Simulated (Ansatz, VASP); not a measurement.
## MnO in VASP and in Ansatz

POSCAR

```
MnO
1.0
    0.0000000000      2.2386359976      2.2386359976
    2.2386359976      0.0000000000      2.2386359976
    2.2386359976      2.2386359976      0.0000000000
Mn O
1 1
Direct
    0.0000000000      0.0000000000      0.0000000000
    0.5000000000      0.5000000000      0.5000000000
```

File INCAR.step1:

```
PREC = Accurate
ENCUT = 520
ISMEAR = -1
SIGMA = 0.05
LREAL = False
LASPH = True
NELM = 150
ISPIN = 2
MAGMOM = 4 0
LMAXMIX = 4
NBANDS = 20
GGA = PE
ALGO = Normal
EDIFF = 1E-4
LWAVE = True
LCHARG = False
```

INCAR.step2

```
PREC = Accurate
ENCUT = 520
EDIFF = 1E-7
ISMEAR = -1
SIGMA = 0.05
LREAL = False
LASPH = True
NELM = 150
ALGO = Normal
ISIF = 2
LWAVE = False
LCHARG = False
ISPIN = 2
MAGMOM = 4 0
LORBIT = 11
LMAXMIX = 4
METAGGA = R2SCAN
LMIXTAU = True
NBANDS = 20
ISTART = 1
```

KPOINTS

```
regular mesh
0
Gamma
  10 10 10
```

input.yaml

```yaml
crystal:
  lattice:
    - [0.0, 2.2386359976, 2.2386359976]
    - [2.2386359976, 0.0, 2.2386359976]
    - [2.2386359976, 2.2386359976, 0.0]
  atoms:
    - { symbol: Mn, position: [0.0, 0.0, 0.0], spin: 4.0 }
    - { symbol: O, position: [0.5, 0.5, 0.5] }
hamiltonian:
  xc: r2scan
  pseudopotentials: { kind: paw }
magnetization:
  spin_polarized: true
kpoints:
  mp_grid: { grid: [10, 10, 10] }
scf:
  occupations: { method: fermi_dirac, width: 0.05 }
output:
  forces: true
  stress: true
  eigenvalues: true
```

Alike in both runs: task single point; functional r2SCAN; k mesh 10 × 10 × 10; occupations fermi-dirac, width 0.05 eV; collinear spin.

|  | VASP | Ansatz |
| --- | --- | --- |
| version | VASP 6.6.1 | Ansatz 0.2.0 |
| potentials or method | VASP PAW PBE potentials, release 64 (Mn_pv, O) | Ansatz PAW |
| plane-wave cutoff (eV) | 520 | 500 |
| valence electrons in the cell | 19 | 21 |

|  | VASP | Ansatz | Ansatz less VASP |
| --- | --- | --- | --- |
| gap on the k mesh at the Fermi level (eV) | none | none | - |
| pressure (GPa) | -2.7 | -2.9 | -0.19 |
| net moment per atom (μB) | 2.50 | 2.50 | 0.000 |
| size of the moment on the site where the two differ most (μB) | 4.55 | 4.28 | -0.268 |

VASP's potentials were made for PBE, not for r2SCAN. Site moments also hang on the region over which each program counts them. A gap of «none» marks a metal or a gap that the smearing closes. VASP's potentials hold 19 valence electrons a cell and Ansatz's 21, so a difference there can come from the potentials and not from the codes.

Noted on Ansatz's run: the magnetic or orbital state may not be the lowest.
